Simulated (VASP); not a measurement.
# MgO (e600.b) (Fm-3m) in VASP: further runs

The runs below take MgO (e600.b) through single point, with PBE.

Everything below comes from runs of VASP 6.6.1. Logs are shortened: lines on timing, memory, paths and dates and some standing lists are left out, and cuts for length are marked.

**The experiment to reproduce.**

From “Electronic structure of alkaline earth and post-transition metal oxides”, 2009, arxiv:0908.1581, for a bulk crystal of MgO: band gap 7.83 eV.

How close the calculation comes is told below.

## (1) The cell of the first run

Symmetry: Fm-3m, No. 225, cubic system. Conventional cell: a = 4.337 Å, b = 4.337 Å, c = 4.337 Å, α = 90.00°, β = 90.00°, γ = 90.00°. Mg (site symmetry m-3m) has 6 O at 2.17 Å within 2.9 Å. O (site symmetry m-3m) has 6 Mg at 2.17 Å within 2.9 Å.

## (2) Single point, PBE (volume scaled by 1.06)

Contents of INCAR:

```
ALGO     = Normal         # electronic algorithm
EDIFF    = 1E-6           # SCF threshold, eV
ENCUT    = 600            # plane-wave cutoff, eV
GGA      = PE             # functional
GGA_COMPAT= False        
ISIF     = 2              # what is computed and relaxed
ISMEAR   = 0              # smearing method
LASPH    = True           # aspherical terms in the spheres
LCHARG   = False          # write CHGCAR
LREAL    = False          # projectors in reciprocal space
LWAVE    = False          # write WAVECAR
NBANDS   = 11             # bands
NELM     = 120            # most SCF steps
PREC     = Accurate       # precision mode
SIGMA    = 0.02           # smearing width, eV
```

Contents of KPOINTS:

```
k-points
0
Gamma
  10 10 10
```

Contents of POSCAR:

```
MgO
1.0
    0.0000000000      2.1687162618      2.1687162618
    2.1687162618      0.0000000000      2.1687162618
    2.1687162618      2.1687162618      0.0000000000
Mg O
1 1
Direct
    0.0000000000      0.0000000000      0.0000000000
    0.5000000000      0.5000000000      0.5000000000
```

Potentials or basis: VASP PAW PBE potentials, release 64 (Mg, O).

Launch:

```console
> cat potpaw_PBE.64/Mg/POTCAR potpaw_PBE.64/O/POTCAR > POTCAR
> mpirun -np 1 vasp_std > vasp.out
```

OUTCAR:

```text
EDIFF = 1E-6
   ENCUT = 600
   GGA = PE
   ISIF = 2
   ISMEAR = 0
   LASPH = True
   LREAL = False
   NELM = 120
   PREC = Accurate

 ion  position               nearest neighbor table
   1  0.000  0.000  0.000-   2 2.17   2 2.17   2 2.17   2 2.17   2 2.17   2 2.17
   2  0.500  0.500  0.500-   1 2.17   1 2.17   1 2.17   1 2.17   1 2.17   1 2.17

  LATTYP: Found a face centered cubic cell.
 ALAT       =     4.3374325236

  Lattice vectors:

 A1 = (   0.0000000000,   2.1687162618,   2.1687162618)
 A2 = (   2.1687162618,   0.0000000000,   2.1687162618)
 A3 = (   2.1687162618,   2.1687162618,   0.0000000000)

Analysis of symmetry for initial positions (statically):
=====================================================================
 Subroutine PRICEL returns:
 Original cell was already a primitive cell.

 Routine SETGRP: Setting up the symmetry group for a
 face centered cubic supercell.

 Subroutine GETGRP returns: Found 48 space group operations
[... 9 lines left out ...]

 Routine SETGRP: Setting up the symmetry group for a
 face centered cubic supercell.

 Subroutine GETGRP returns: Found 48 space group operations
[... 11 lines left out ...]
                                     Primitive cell

  volume of cell :      20.4004

  direct lattice vectors                    reciprocal lattice vectors
     0.000000000  2.168716262  2.168716262    -0.230551137  0.230551137  0.230551137
     2.168716262  0.000000000  2.168716262     0.230551137 -0.230551137  0.230551137
     2.168716262  2.168716262  0.000000000     0.230551137  0.230551137 -0.230551137

  length of vectors
     3.067027950  3.067027950  3.067027950     0.399326283  0.399326283  0.399326283

  position of ions in fractional coordinates (direct lattice)
     0.000000000  0.000000000  0.000000000
     0.500000000  0.500000000  0.500000000

  ion indices of the primitive-cell ions
   primitive index   ion index
                 1           1
                 2           2

----------------------------------------------------------------------------------------

 KPOINTS: k-points

Automatic generation of k-mesh.
 Grid dimensions read from file:
 generate k-points for:   10   10   10

 Generating k-lattice:

  Cartesian coordinates                     Fractional coordinates (reciprocal lattice)
    -0.023055114  0.023055114  0.023055114     0.100000000  0.000000000  0.000000000
     0.023055114 -0.023055114  0.023055114     0.000000000  0.100000000  0.000000000
     0.023055114  0.023055114 -0.023055114     0.000000000  0.000000000  0.100000000

  Length of vectors
     0.039932628  0.039932628  0.039932628

  Shift w.r.t. Gamma in fractional coordinates (k-lattice)
     0.000000000  0.000000000  0.000000000

 Subroutine IBZKPT returns following result:
 ===========================================

 Found     47 irreducible k-points:

 Following reciprocal coordinates:
            Coordinates               Weight
  0.000000  0.000000  0.000000      1.000000
  0.100000  0.000000  0.000000      8.000000
  0.200000  0.000000  0.000000      8.000000
  0.300000  0.000000  0.000000      8.000000
  0.400000  0.000000  0.000000      8.000000
  0.500000  0.000000  0.000000      4.000000
[... 16 lines left out ...]
  0.300000  0.300000  0.000000      6.000000
  0.400000  0.300000  0.000000     24.000000
 [... further k-points ...]
   k-points           NKPTS =     47   k-points in BZ     NKDIM =     47   number of bands    NBANDS=     11
   number of dos      NEDOS =    301   number of ions     NIONS =      2
   total plane-waves  NPLWV =  21952
   dimension x,y,z NGX =    28 NGY =   28 NGZ =   28
   dimension x,y,z NGXF=    56 NGYF=   56 NGZF=   56
   ions per type =               1   1
   NGX,Y,Z   is equivalent  to a cutoff of  15.18, 15.18, 15.18 a.u.
   NGXF,Y,Z  is equivalent  to a cutoff of  30.35, 30.35, 30.35 a.u.
 SYSTEM =  unknown system
   PREC   = accura    normal or accurate (medium, high low for compatibility)
   ISTART =      0    job   : 0-new  1-cont  2-samecut
   ICHARG =      2    charge: 1-file 2-atom 10-const
   ISPIN  =      1    spin polarized calculation?
   LNONCOLLINEAR =      F non collinear calculations
   LSORBIT =      F    spin-orbit coupling
   LASPH  =      T    aspherical Exc in radial PAW
   ENCUT  =  600.0 eV  44.10 Ry    6.64 a.u.   6.13  6.13  6.13*2*pi/ulx,y,z
   NELM   =    120;   NELMIN=  2; NELMDL= -5     # of ELM steps
   EDIFF  = 0.1E-05   stopping-criterion for ELM
   LREAL  =      F    real-space projection
   EDIFFG = 0.1E-04   stopping-criterion for IOM
   NSW    =      0    number of steps for IOM
   IBRION =     -1    ionic relax: 0-MD 1-quasi-New 2-CG
   NFREE  =      0    steps in history (QN), initial steepest desc. (CG)
   ISIF   =      2    stress and relaxation
   ISYM   =      2    0-nonsym 1-usesym 2-fastsym
   POTIM  = 0.5000    time-step for ionic-motion
   TEBEG  =    0.0;   TEEND  =   0.0 temperature during run
   PSTRESS=    0.0 pullay stress
   NELECT =       8.0000    total number of electrons
   NUPDOWN=      -1.0000    fix difference up-down
   EMIN   =  10.00;   EMAX   =-10.00  energy-range for DOS
   EFERMI =   0.00;   METHOD = LEGACY
   ISMEAR =     0;   SIGMA  =   0.02  broadening in eV -4-tet -1-fermi 0-gaus
   EFERMI_NEDOS =   21; number of points for ismear=-14 and -15
   IALGO  =     38    algorithm
   IMIX   =      4    mixing-type and parameters
     AMIX     =   0.40;   BMIX     =  1.00
     AMIX_MAG =   1.60;   BMIX_MAG =  1.00
  volume/ion in A,a.u.               =      10.20        68.83
  Fermi-wavevector in a.u.,A,eV,Ry     =   1.198281  2.264423 19.536305  1.435878
  Thomas-Fermi vector in A             =   2.334174
   LORBIT       =      0    0 simple, 1 ext, 2 COOP (PROOUT), +10 PAW based schemes
   GGA     = PE    functional components
   LHFCALC =     F    Hartree Fock is set to
   AEXX    =    0.0000 exact exchange contribution
   IVDW    =     0    specifies the selected vdW correction
   LEPSILON=     F    determine dielectric tensor
   LRPA    =     F    only Hartree local field effects (RPA)
 non-spin polarized calculation
 Gauss-broadening in eV      SIGMA  =   0.02
  energy-cutoff  :      600.00
  volume of cell :       20.40
 maximum number of plane-waves:       701
 NGX is ok and might be reduce to    28
   NGX = 13   NGY = 13   NGZ = 13

 number of electron       8.0000001 magnetization

 Free energy of the ion-electron system (eV)
  ---------------------------------------------------
  ext. energy  EPLUGINS =         0.00000000
  ---------------------------------------------------
  free energy    TOTEN  =       -11.88121008 eV

  energy without entropy =      -11.88121008  energy(sigma->0) =      -11.88121008

 E-fermi :   2.6878     XC(G=0): -10.6695

 val. band max:        2.5554042216   @ k =   0.0000   0.0000   0.0000
 cond. band min:       6.4726853606   @ k =   0.0000   0.0000   0.0000
 fundamental gap:      3.9172811390
 Fermi energy:         2.6877840348

 k-point     1 :       0.0000    0.0000    0.0000
  band No.  band energies     occupation
      1     -14.2806      2.00000
      2       2.5554      2.00000
      3       2.5554      2.00000
      4       2.5554      2.00000
      5       6.4727      0.00000
      6      17.8556      0.00000
      7      17.8556      0.00000
      8      17.8556      0.00000
      9      21.5458      0.00000
     10      23.2228      0.00000
     11      23.2228      0.00000

 k-point     2 :       0.1000    0.0000    0.0000
  band No.  band energies     occupation
      1     -14.1904      2.00000
      2       1.9186      2.00000
      3       2.4979      2.00000
      4       2.4979      2.00000
      5       7.1116      0.00000
      6      16.6287      0.00000
      7      18.0621      0.00000
      8      18.0621      0.00000
      9      22.3575      0.00000
     10      22.3575      0.00000
     11      23.0243      0.00000

 k-point     3 :       0.2000    0.0000    0.0000
  band No.  band energies     occupation
      1     -13.9437      2.00000
      2       0.6834      2.00000
      3       2.3513      2.00000
      4       2.3513      2.00000
      5       8.3116      0.00000
      6      15.0929      0.00000
      7      18.4318      0.00000
      8      18.4318      0.00000
      9      21.6568      0.00000
     10      21.6568      0.00000
     11      23.4287      0.00000

 k-point     4 :       0.3000    0.0000    0.0000
  band No.  band energies     occupation
      1     -13.6144      2.00000
      2      -0.5157      2.00000
      3       2.1782      2.00000
      4       2.1782      2.00000
      5       9.3180      0.00000
      6      14.2499      0.00000
      7      18.3926      0.00000
      8      18.3926      0.00000
      9      22.1265      0.00000
     10      22.1265      0.00000
     11      22.8124      0.00000

 k-point     5 :       0.4000    0.0000    0.0000
  band No.  band energies     occupation
      1     -13.3235      2.00000
      2      -1.3755      2.00000
      3       2.0440      2.00000
      4       2.0440      2.00000
      5       9.8038      0.00000
      6      14.1109      0.00000
      7      18.1057      0.00000
      8      18.1057      0.00000
      9      22.3279      0.00000
     10      23.3016      0.00000
     11      23.3016      0.00000
[... 211 lines left out ...]
 k-point    21 :      -0.3000    0.2000    0.0000
  band No.  band energies     occupation
      1     -13.2551      2.00000
      2      -0.8353      2.00000
      3       0.9253      2.00000
      4       1.9920      2.00000
      5      11.0839      0.00000
      6      13.8465      0.00000
      7      15.7600      0.00000
      8      18.8622      0.00000
      9      22.0340      0.00000
     10      22.5519      0.00000
     11      26.1358      0.00000

 k-point    22 :      -0.2000    0.2000    0.0000
  band No.  band energies     occupation
      1     -13.5155      2.00000
      2      -0.3362      2.00000
      3       1.3542      2.00000
      4       2.1806      2.00000
      5      10.1778      0.00000
      6      13.9793      0.00000
      7      16.6866      0.00000
      8      19.3070      0.00000
      9      20.3778      0.00000
     10      22.8949      0.00000
     11      25.8703      0.00000

 k-point    23 :       0.3000    0.3000    0.0000
  band No.  band energies     occupation
      1     -13.4405      2.00000
      2      -0.3703      2.00000
      3       1.7058      2.00000
      4       1.7058      2.00000
      5      10.5160      0.00000
      6      12.7961      0.00000
      7      16.0389      0.00000
      8      19.4388      0.00000
      9      19.4388      0.00000
     10      25.7219      0.00000
     11      28.1783      0.00000

 k-point    24 :       0.4000    0.3000    0.0000
  band No.  band energies     occupation
      1     -13.2338      2.00000
      2      -0.7417      2.00000
      3       1.3753      2.00000
      4       1.5728      2.00000
      5      11.2618      0.00000
      6      12.4722      0.00000
      7      15.2448      0.00000
      8      19.6004      0.00000
      9      19.7937      0.00000
     10      26.3739      0.00000
     11      27.8149      0.00000

 [... further k-points ...]

------------------------ aborting loop because EDIFF is reached ----------------------------------------

  FORCE on cell =-STRESS in cart. coord.  units (eV):
  Direction    XX          YY          ZZ          XY          YZ          ZX
  --------------------------------------------------------------------------------------
  -------------------------------------------------------------------------------------
  Total       -1.1106001     -1.1106001     -1.1106001      0.0000000     -0.0000000     -0.0000000
  in kB      -87.2228102    -87.2228102    -87.2228102      0.0000000     -0.0000000     -0.0000000
  external PRESSURE =     -87.2228102 kB  Pullay stress =       0.0000000 kB

 VOLUME and BASIS-vectors are now :
 -----------------------------------------------------------------------------
  energy-cutoff  :      600.00
  volume of cell :       20.40
      direct lattice vectors                 reciprocal lattice vectors
     0.000000000  2.168716262  2.168716262    -0.230551137  0.230551137  0.230551137
     2.168716262  0.000000000  2.168716262     0.230551137 -0.230551137  0.230551137
     2.168716262  2.168716262  0.000000000     0.230551137  0.230551137 -0.230551137

 POSITION                                       TOTAL-FORCE (eV/Angst)
 -----------------------------------------------------------------------------------
      0.00000      0.00000      0.00000         0.000000      0.000000      0.000000
      2.16872      2.16872      2.16872        -0.000000     -0.000000     -0.000000
 -----------------------------------------------------------------------------------
    total drift:                                0.000000      0.000000      0.000000

  FREE ENERGIE OF THE ION-ELECTRON SYSTEM (eV)
  ---------------------------------------------------
  free  energy   TOTEN  =       -11.8812100817 eV

  energy  without entropy=      -11.8812100817  energy(sigma->0) =      -11.88121008
```

Wall time 7.7 s (1 thread of Intel Xeon 6975P-C (Granite Rapids), shared host); peak memory 0.16 GiB.

Results:

```
Free energy            : -11.8812 eV
Pressure               : -8.7 GPa
Band gap on the k mesh : 3.92 eV, direct
```

[end of part 1 of 2]
